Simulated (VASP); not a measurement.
Input of a VASP 6.6.1 run:

Contents of POSCAR:

```
PmC
1.0
    0.0000000000      2.7142651610      2.7142651610
    2.7142651610      0.0000000000      2.7142651610
    2.7142651610      2.7142651610      0.0000000000
Pm C
1 1
Direct
    0.0000000000      0.0000000000      0.0000000000
    0.2500000000      0.2500000000      0.2500000000
```

INCAR.step1

```
PREC     = Accurate       # precision mode
ENCUT    = 520            # plane-wave cutoff, eV
EDIFF    = 1E-7           # SCF threshold, eV
ISMEAR   = 0              # smearing method
SIGMA    = 0.05           # smearing width, eV
LREAL    = F              # projectors in reciprocal space
LASPH    = T              # aspherical terms in the spheres
NELM     = 150            # most SCF steps
ALGO     = Normal         # electronic algorithm
ISIF     = 2              # what is computed and relaxed
LWAVE    = F              # write WAVECAR
LCHARG   = T              # write CHGCAR
ISPIN    = 2              # spin polarisation
MAGMOM   = 4.15 0         # initial moments
LMAXMIX  = 6              # l up to which the mixer works
GGA      = PS             # functional
NBANDS   = 20             # bands
```

The input KPOINTS.step1:

```
regular mesh
0
Gamma
  10 10 10
```

File INCAR.step2:

```
PREC     = Accurate       # precision mode
ENCUT    = 520            # plane-wave cutoff, eV
EDIFF    = 1E-7           # SCF threshold, eV
ISMEAR   = -5             # smearing method
SIGMA    = 0.05           # smearing width, eV
LREAL    = F              # projectors in reciprocal space
LASPH    = T              # aspherical terms in the spheres
NELM     = 150            # most SCF steps
ALGO     = Normal         # electronic algorithm
ISIF     = 2              # what is computed and relaxed
LWAVE    = F              # write WAVECAR
LCHARG   = F              # write CHGCAR
ISPIN    = 2              # spin polarisation
MAGMOM   = 4.15 0         # initial moments
LORBIT   = 10             # projections on sites
LMAXMIX  = 6              # l up to which the mixer works
GGA      = PS             # functional
NBANDS   = 20             # bands
NEDOS    = 1001           # points of the DOS
ICHARG   = 11             # starting density
```

KPOINTS.step2

```
regular mesh
0
Gamma
  15 15 15
```

Potentials or basis: VASP PAW PBE potentials, release 64 (Pm, C).

Launch:

```bash
$ cat potpaw_PBE.64/Pm/POTCAR potpaw_PBE.64/C/POTCAR > POTCAR
$ cp INCAR.step1 INCAR
$ cp KPOINTS.step1 KPOINTS
$ mpirun -np 1 vasp_std > vasp.out
$ cp INCAR.step2 INCAR
$ cp KPOINTS.step2 KPOINTS
$ mpirun -np 1 vasp_std > vasp.out
```

Predict the site moments.

Pm +3.91; C -0.21 μB.

Estimate the net moment.

3.57 μB per cell.

Caveat: the magnetic or orbital state may not be the lowest. The state reached can hang on the start; a lower one may exist.
